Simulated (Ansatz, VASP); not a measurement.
# One calculation of Ge, two programs

File INCAR:

```
PREC = Accurate
ENCUT = 600
EDIFF = 1E-7
ISMEAR = -1
SIGMA = 0.05
LREAL = F
LASPH = T
NELM = 80
ALGO = Normal
ISIF = 3
LWAVE = F
LCHARG = F
GGA = RP
IBRION = 2
NSW = 60
EDIFFG = -0.01
```

The input KPOINTS:

```
regular mesh
0
Gamma
  11 11 10
```

Contents of POSCAR:

```
Ge
1.0
    1.3971490000     -2.6005160000      0.0000000000
    1.3971490000      2.6005160000      0.0000000000
    0.0000000000      0.0000000000      2.6982310000
Ge
1
Direct
    0.5000000000      0.5000000000      0.0000000000
```

Contents of input.yaml:

```yaml
crystal:
  lattice:
    - [1.397149, -2.600516, 0.0]
    - [1.397149, 2.600516, 0.0]
    - [0.0, 0.0, 2.698231]
  atoms:
    - { symbol: Ge, position: [0.5, 0.5, 0.0] }
hamiltonian:
  xc: rpbe
  pseudopotentials: { kind: paw }
kpoints:
  mp_grid: { grid: [11, 11, 10] }
scf:
  occupations: { method: fermi_dirac, width: 0.05 }
output:
  forces: true
  stress: true
  eigenvalues: true
  write_density: true
  write_potential: true
  elf: true
  volumetric_format: npy
relax:
  f_tol: 0.01
  max_steps: 40
  cell: { stress_tol: 0.05 }
```

Alike in both runs: task relaxation of cell and atoms; functional RPBE; k mesh 11 × 11 × 10; occupations fermi-dirac, width 0.05 eV; no spin polarisation.

|  | VASP | Ansatz |
| --- | --- | --- |
| version | VASP 6.6.1 | Ansatz 0.2.0 |
| potentials or method | VASP PAW PBE potentials, release 64 (Ge_d) | Ansatz PAW |
| plane-wave cutoff (eV) | 600 | 420 |
| valence electrons in the cell | 14 | 14 |

```tsv
	VASP	Ansatz	Ansatz less VASP
gap on the k mesh at the Fermi level, each at its own relaxed structure (eV)	none	none	-
relaxed volume (Å³/atom)	19.92	19.89	-0.032
relaxed length of the cell vector where the two differ most in proportion (Å)	2.742	2.741	-0.0014
```

VASP's potentials were made for PBE, not for RPBE. A gap of «none» marks a metal or a gap that the smearing closes.

Noted on Ansatz's run: the plane-wave basis is chosen anew once the cell has moved, so the energies of steps on either side of that aren't comparable.
